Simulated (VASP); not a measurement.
HfO2, 3 atoms in the cell. The cell holds a sheet with vacuum, 3 atoms: a = 3.174 Å, b = 3.174 Å, c = 30.119 Å, α = 90.00°, β = 90.00°, γ = 120.00°. 

- Program: VASP 6.6.1
- Task: single point
- Functional: PBE
- Potentials or basis: VASP PAW PBE potentials, release 64 (Hf_pv, O)
- Cutoff: 520 eV
- k mesh: 18 × 18 × 1
- Occupations: gaussian, width 0.1 eV
- Spin: no spin polarisation
- Dipole correction: yes
- Further INCAR settings: ALGO = Normal; EDIFF = 1e-06; NBANDS = 18

Potentials or basis: VASP PAW PBE potentials, release 64 (Hf_pv, O).

Run with:

```bash
$ cat potpaw_PBE.64/Hf_pv/POTCAR potpaw_PBE.64/O/POTCAR > POTCAR
$ mpirun -np 1 vasp_std > vasp.out
```

Hardware: 1 thread of AMD EPYC 7R43 64-Core Processor (Zen 3) (shared host).

Estimate the wall time of this run.

It took 8.1 min on 1 thread of AMD EPYC 7R43 64-Core Processor (Zen 3), with other jobs on the host, peak memory 0.39 GiB. Counts: scf iterations 32, k points 37.
